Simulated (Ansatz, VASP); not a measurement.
One calculation of ZrS, two programs

The input INCAR:

```
PREC = Accurate
ENCUT = 520
EDIFF = 1E-7
ISMEAR = 0
SIGMA = 0.15
LREAL = False
LASPH = True
NELM = 100
ALGO = Normal
ISIF = 2
LWAVE = False
LCHARG = False
GGA = CA
NBANDS = 16
```

KPOINTS

```
Automatic mesh
0
Gamma
  16 16 16
```

The input POSCAR:

```
ZrS
1.0
    0.0000000000      2.6613589375      2.5671447261
    2.4729305147      0.0000000000      2.5671447261
    2.4729305147      2.6613589375      0.0000000000
Zr S
1 1
Direct
    0.0000000000      0.0000000000      0.0000000000
    0.5000000000      0.5000000000      0.5000000000
```

Input for Ansatz:

```yaml
crystal:
  lattice:
    - [0.0, 2.6613589375, 2.5671447261]
    - [2.4729305147, 0.0, 2.5671447261]
    - [2.4729305147, 2.6613589375, 0.0]
  atoms:
    - { symbol: Zr, position: [0.0, 0.0, 0.0] }
    - { symbol: S, position: [0.5, 0.5, 0.5] }
basis:
  ecutwfc: 420
kpoints:
  mp_grid: { grid: [16, 16, 16] }
hamiltonian:
  xc: lda
  pseudopotentials: { kind: paw, azcp: { folder: soft_1 } }
scf:
  occupations: { method: gaussian, width: 0.15 }
output:
  forces: true
  stress: true
  eigenvalues: true
  write_density: true
  write_potential: true
  elf: true
  volumetric_format: npy
```

Change from the starting cell: engineering shear strain xy +0.0000, strain +e along x and -e along y -0.0367.

Alike in both runs: task single point; functional LDA; k mesh 16 × 16 × 16; occupations gaussian, width 0.15 eV; no spin polarisation.

|  | VASP | Ansatz |
| --- | --- | --- |
| version | VASP 6.6.1 | Ansatz 0.2.0 |
| potentials or method | VASP PAW LDA potentials, release 64 (Zr_sv, S), cutoff 520 eV | scalar-relativistic, plane waves, PAW |
| valence electrons in the cell | 18 | 18 |

|  | VASP | Ansatz | Ansatz less VASP |
| --- | --- | --- | --- |
| gap on the k mesh at the Fermi level (eV) | none | none | - |
| pressure (GPa) | 2.1 | 1.9 | -0.20 |
| traceless stress, the component that is largest in VASP (GPa) | 13.36 | 13.26 | -0.094 |

Ansatz warns that its potentials were made for another functional, while VASP's fit it. LDA's correlation is that of Perdew and Zunger in VASP and of Perdew and Wang (1992) in Ansatz. A gap of «none» marks a metal or a gap that the smearing closes.
